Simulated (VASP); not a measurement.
Crystal: PtSe2.

```
CELL_PARAMETERS angstrom
3.72400 0.00000 0.00000
-1.86200 3.22508 0.00000
0.00000 0.00000 5.06200
ATOMIC_POSITIONS crystal
Pt 0.00000 0.00000 0.00000
Se 0.33333 0.66667 0.25000
Se 0.66667 0.33333 0.75000
```

- Program: VASP 6.6.1
- Task: relaxation of cell and atoms
- Functional: PBE
- Dispersion: D3(BJ)
- Potentials or basis: VASP PAW PBE potentials, release 64 (Pt, Se)
- Cutoff: 600 eV
- k mesh: 6 × 6 × 4
- Occupations: gaussian, width 0.1 eV
- Spin: no spin polarisation

At the start: pressure 3.5 GPa; volume 20.27 Å³/atom.

How do energy, volume and symmetry change on relaxing?

Over 13 steps the energy falls by 17.0 meV/atom and the volume is 19.79 Å³/atom (-2.4 %); space group P-3m1 (No. 164, to 0.1 Å) before and after.

Step by step:
```csv
step,energy change (eV),largest force (eV/Å),pressure (GPa),volume (Å³)
1,0.0000,0.6085,3.50,60.80
2,0.0317,0.3860,-5.86,64.77
3,-0.0239,0.1830,-0.58,62.32
4,-0.0240,0.1909,-0.50,62.29
5,-0.0292,0.1690,-0.45,61.92
6,-0.0421,0.0875,-0.19,60.81
7,-0.0434,0.1800,0.82,58.63
8,-0.0480,0.0151,0.24,59.77
9,-0.0481,0.0408,0.33,59.58
10,-0.0484,0.1660,-1.13,59.76
11,-0.0499,0.1062,-0.44,59.68
12,-0.0492,0.0790,0.85,58.94
13,-0.0510,0.0256,0.11,59.36
```

Final structure:
```
CELL_PARAMETERS angstrom
3.76537 0.00000 0.00000
-1.88268 3.26090 0.00000
0.00000 0.00000 4.83411
ATOMIC_POSITIONS crystal
Pt 0.00000 0.00000 0.00000
Se 0.33333 0.66667 0.26611
Se 0.66667 0.33333 0.73389
```

Caveat: the relaxation stopped at a loose force limit of 0.05 eV/Å, so its end isn't a converged minimum.
